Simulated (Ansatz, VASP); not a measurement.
## BN: VASP beside Ansatz

```
N B
1.0
     2.55394    0.00000    0.00000
    -1.27697    2.21178    0.00000
     0.00000    0.00000    4.22685
N B
2 2
Direct
  0.33333 0.66667 0.12528
  0.66667 0.33333 0.62528
  0.33333 0.66667 0.49972
  0.66667 0.33333 0.99972
```

Alike in both runs: task relaxation of cell and atoms; functional RPBE; dispersion D3(BJ); k mesh 12 × 12 × 6; occupations fermi-dirac, width 0.05 eV; no spin polarisation.

```csv
,VASP,Ansatz
version,VASP 6.6.1,Ansatz 0.2.0
potentials or method,"VASP PAW PBE potentials, release 64 (N, B)",Ansatz PAW
plane-wave cutoff (eV),600,420
valence electrons in the cell,16,16
```

```csv
,VASP,Ansatz,Ansatz less VASP
"gap on the k mesh at the Fermi level, each at its own relaxed structure (eV)",5.19,5.21,+0.023
relaxed volume (Å³/atom),5.75,5.75,-0.003
relaxed cell length with the largest relative difference (Å),4.174,4.173,-0.0010
```

VASP's potentials were made for PBE, not for RPBE.

Noted on Ansatz's run: the plane-wave basis is chosen anew once the cell has moved, so the energies of steps on either side of that aren't comparable.
